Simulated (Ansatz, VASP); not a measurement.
# La3O: VASP beside Ansatz

Contents of INCAR:

```
SYSTEM = La3O
PREC = Accurate
ENCUT = 600
EDIFF = 1E-6
ISMEAR = 0
SIGMA = 0.1
LREAL = .FALSE.
LASPH = .TRUE.
NELM = 100
ALGO = Normal
ISIF = 3
LWAVE = .FALSE.
LCHARG = .FALSE.
GGA = PE
IBRION = 2
NSW = 90
EDIFFG = -0.04
```

Contents of KPOINTS:

```
regular mesh
0
G
  4 4 4
  0 0 0
```

File POSCAR:

```
La3O
1.0
   -2.8839216300      2.8839216300      3.0217964000
    2.8839216300     -2.8839216300      3.0217964000
    2.8839216300      2.8839216300     -3.0217964000
La O
3 1
Direct
    0.5000000000      0.0000000000      0.5000000000
    0.0000000000      0.5000000000      0.5000000000
    0.0000000000      0.0000000000      0.0000000000
    0.5000000000      0.5000000000      0.0000000000
```

Input for Ansatz:

```yaml
crystal:
  lattice:
    - [-2.88392163, 2.88392163, 3.0217964]
    - [2.88392163, -2.88392163, 3.0217964]
    - [2.88392163, 2.88392163, -3.0217964]
  atoms:
    - { symbol: La, position: [0.5, 0.0, 0.5] }
    - { symbol: La, position: [0.0, 0.5, 0.5] }
    - { symbol: La, position: [0.0, 0.0, 0.0] }
    - { symbol: O, position: [0.5, 0.5, 0.0] }
basis:
  ecutwfc: 420
kpoints:
  mp_grid: { grid: [4, 4, 4] }
hamiltonian:
  xc: pbe
scf:
  occupations: { method: gaussian, width: 0.1 }
  lower_state_search: "off"
output:
  forces: true
  stress: true
  eigenvalues: true
relax:
  adjacent_minimum: "off"
  f_tol: 0.04
  max_steps: 70
  cell: { stress_tol: 0.4 }
```

Alike in both runs: task relaxation of cell and atoms; functional PBE; k mesh 4 × 4 × 4; occupations gaussian, width 0.1 eV; no spin polarisation.

|  | VASP | Ansatz |
| --- | --- | --- |
| version | VASP 6.6.1 | Ansatz 0.2.0 |
| potentials or method | VASP PAW PBE potentials, release 64 (La, O), cutoff 600 eV | scalar-relativistic, plane waves, PAW |
| valence electrons in the cell | 39 | 39 |

Ansatz gave:

* gap on the k mesh at the Fermi level, each at its own relaxed structure (eV): none
* relaxed volume (Å³/atom): 24.33
* relaxed cell length with the largest relative difference (Å): 5.019

Question: What did VASP give for the same quantities?

Answer: gap on the k mesh at the Fermi level, each at its own relaxed structure (eV): none; relaxed volume (Å³/atom): 24.28; relaxed cell length with the largest relative difference (Å): 5.015.

A gap of «none» marks a metal or a gap that the smearing closes.

The k mesh is coarse, so the values compare programs but aren't converged. Spin-orbit coupling is off throughout.
